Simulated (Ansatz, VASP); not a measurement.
## Two plane-wave programs on CoSi2

File INCAR:

```
SYSTEM = CoSi2
ALGO = Normal
EDIFF = 1E-6
ENCUT = 520
GGA = PE
ISIF = 2
ISMEAR = 0
LASPH = .TRUE.
LCHARG = .FALSE.
LREAL = .FALSE.
LWAVE = .FALSE.
NBANDS = 16
NELM = 60
PREC = Accurate
SIGMA = 0.1
```

KPOINTS

```
k-points
0
G
  14 14 14
  0 0 0
```

The input POSCAR:

```
CoSi2
1.0
    0.0000000000      2.7064575405      2.7064575405
    2.7064575405      0.0000000000      2.7064575405
    2.7064575405      2.7064575405      0.0000000000
Co Si
1 2
Direct
    0.0000000000      0.0000000000      0.0000000000
    0.2500000000      0.2500000000      0.2500000000
    0.7500000000      0.7500000000      0.7500000000
```

Input for Ansatz:

```yaml
crystal:
  lattice:
    - [0.0, 2.7064575405, 2.7064575405]
    - [2.7064575405, 0.0, 2.7064575405]
    - [2.7064575405, 2.7064575405, 0.0]
  atoms:
    - { symbol: Co, position: [0.0, 0.0, 0.0] }
    - { symbol: Si, position: [0.25, 0.25, 0.25] }
    - { symbol: Si, position: [0.75, 0.75, 0.75] }
basis:
  ecutwfc: 420
kpoints:
  mp_grid: { grid: [14, 14, 14] }
hamiltonian:
  xc: pbe
scf:
  occupations: { method: gaussian, width: 0.1 }
output:
  forces: true
  stress: true
  eigenvalues: true
```

Alike in both runs: task single point; functional PBE; k mesh 14 × 14 × 14; occupations gaussian, width 0.1 eV; no spin polarisation.

|  | VASP | Ansatz |
| --- | --- | --- |
| version | VASP 6.6.1 | Ansatz 0.2.0 |
| potentials or method | VASP PAW PBE potentials, release 64 (Co, Si), cutoff 520 eV | scalar-relativistic, plane waves, PAW |
| valence electrons in the cell | 17 | 25 |

```tsv
	VASP	Ansatz	Ansatz less VASP
gap on the k mesh at the Fermi level (eV)	none	none	-
pressure (GPa)	-5.2	-4.9	+0.21
```

A gap of «none» marks a metal or a gap that the smearing closes. VASP's potentials hold 17 valence electrons a cell and Ansatz's 25, so a difference there can come from the potentials and not from the codes.
